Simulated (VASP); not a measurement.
Set up this calculation in VASP 6.6.1, as the native input.

```
Task                   : single point
Functional             : LDA
Potentials or basis    : VASP PAW LDA potentials, release 64 (Cr_pv, Rh_pv)
Cutoff                 : 520 eV
k mesh                 : 8 × 8 × 8
Occupations            : fermi-dirac, width 0.05 eV
Spin                   : no spin polarisation
Dipole correction      : no
Further INCAR settings : ALGO = Normal; EDIFF = 1e-06; NBANDS = 36
```

The structure of CrRh3 lies in POSCAR:

```
CrRh3
1.0
    3.7905530633      0.0000000000      0.0000000000
    0.0000000000      3.7905530633      0.0000000000
    0.0000000000      0.0000000000      3.7905530633
Cr Rh
1 3
Direct
    0.0000000000      0.0000000000      0.0000000000
    0.0000000000      0.5000000000      0.5000000000
    0.5000000000      0.5000000000      0.0000000000
    0.5000000000      0.0000000000      0.5000000000
```

One way to write it, as run:

INCAR

```
SYSTEM = CrRh3
  PREC = Accurate
  ENCUT = 520
  EDIFF = 1E-6
  ISMEAR = -1
  SIGMA = 0.05
  LREAL = .FALSE.
  LASPH = .TRUE.
  NELM = 60
  ALGO = Normal
  ISIF = 2
  LWAVE = .FALSE.
  LCHARG = .FALSE.
  NBANDS = 36
```

KPOINTS

```
regular mesh
0
G
  8 8 8
  0 0 0
```

Potentials or basis: VASP PAW LDA potentials, release 64 (Cr_pv, Rh_pv).

The run is started by

```sh
$ cat potpaw_LDA.64/Cr_pv/POTCAR potpaw_LDA.64/Rh_pv/POTCAR > POTCAR
$ mpirun -np 1 vasp_std > vasp.out
```

It gave:

The pressure is -18.2 GPa and the band gap on the k mesh is zero (an odd number of electrons rules out a gap without spin polarisation).

Caveat: the cell stands under tension; the run has no spin polarisation, though such a crystal can be magnetic.

Run time: 54 s on 1 thread of Intel(R) Xeon(R) Platinum 8259CL CPU @ 2.50GHz (Skylake/Cascade Lake) (shared host), peak memory 0.17 GiB.
